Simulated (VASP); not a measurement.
# SnO2: single point with r2SCAN

Crystal: SnO2.

```
Sn O
1.0
     4.74897    0.04193   -0.01328
     0.04193    4.75607   -0.00114
    -0.00893   -0.00077    3.19420
Sn O
2 4
Direct
  0.49374 0.48398 0.51730
  0.99709 0.01730 0.99106
  0.30286 0.29223 0.00338
  0.81293 0.20095 0.49008
  0.20367 0.79680 0.48785
  0.68970 0.70874 0.01033
```

This cell differs from its parent crystal: atoms moved at random and the cell strained at random.

| Quantity | Value |
| --- | --- |
| Program | VASP 6.6.1 |
| Task | single point |
| Functional | r2SCAN |
| Potentials or basis | VASP PAW PBE potentials, release 64 (Sn_d, O) |
| Cutoff | 520 eV |
| k mesh | 6 × 6 × 8 |
| Occupations | gaussian, width 0.05 eV |
| Spin | no spin polarisation |

| Item | Value |
| --- | --- |
| Pressure | 2.6 GPa |
| Largest force | 3.428 eV/Å |
| Band gap on the k mesh | 1.41 eV |

Forces on the atoms (eV/Å):
```
Sn   0.597  2.240 -0.589
Sn   0.179 -3.423 -0.007
O    0.960  0.738  0.249
O   -0.291  0.361  0.205
O   -1.165  1.039  0.309
O   -0.280 -0.956 -0.166
```

Stress tensor (GPa, compression positive):
```
 4.00 -2.95  0.08
-2.95  0.71 -0.60
 0.08 -0.60  3.19
```

Levels at points of the mesh, in eV from the valence-band top:
| k point | band 22 | band 23 | band 24 | band 25 | band 26 | band 27 | band 28 | band 29 | band 30 | band 31 |
| --- | --- | --- | --- | --- | --- | --- | --- | --- | --- | --- |
| (0.00, 0.00, 0.00) | -1.41 | -1.28 | -1.09 | -1.00 | 0.00 | 1.41 | 6.28 | 6.66 | 7.22 | 10.65 |
| (0.50, 0.00, 0.00) | -2.24 | -1.33 | -1.17 | -0.83 | -0.81 | 4.66 | 4.77 | 7.71 | 7.75 | 11.47 |
| (0.00, 0.50, 0.00) | -2.13 | -1.68 | -1.44 | -0.94 | -0.26 | 4.58 | 4.76 | 7.36 | 7.70 | 11.71 |
| (0.50, 0.50, 0.00) | -2.50 | -1.46 | -1.27 | -1.18 | -0.95 | 5.22 | 5.32 | 7.94 | 8.03 | 11.74 |
| (0.00, 0.00, 0.50) | -2.89 | -2.38 | -2.24 | -1.32 | -1.08 | 6.30 | 6.60 | 9.68 | 10.30 | 11.29 |
| (0.50, 0.00, 0.50) | -2.09 | -1.59 | -1.50 | -0.67 | -0.59 | 6.62 | 6.76 | 8.25 | 8.63 | 11.37 |
| (0.00, 0.50, 0.50) | -2.19 | -1.30 | -1.21 | -0.95 | -0.84 | 6.63 | 6.85 | 8.29 | 8.79 | 11.33 |
| (0.50, 0.50, 0.50) | -2.24 | -1.66 | -1.55 | -0.73 | -0.59 | 4.91 | 4.95 | 9.41 | 9.52 | 11.10 |

Run time: 41 min on 1 thread of AMD EPYC 7571 (shared host), peak memory 0.35 GiB.

Caveat: the cell differs from its parent crystal (atoms moved at random and the cell strained at random); the PAW data sets were made with another functional, which shifts forces and pressure a little; spin-orbit coupling is left out, which moves the levels of the heavy elements.
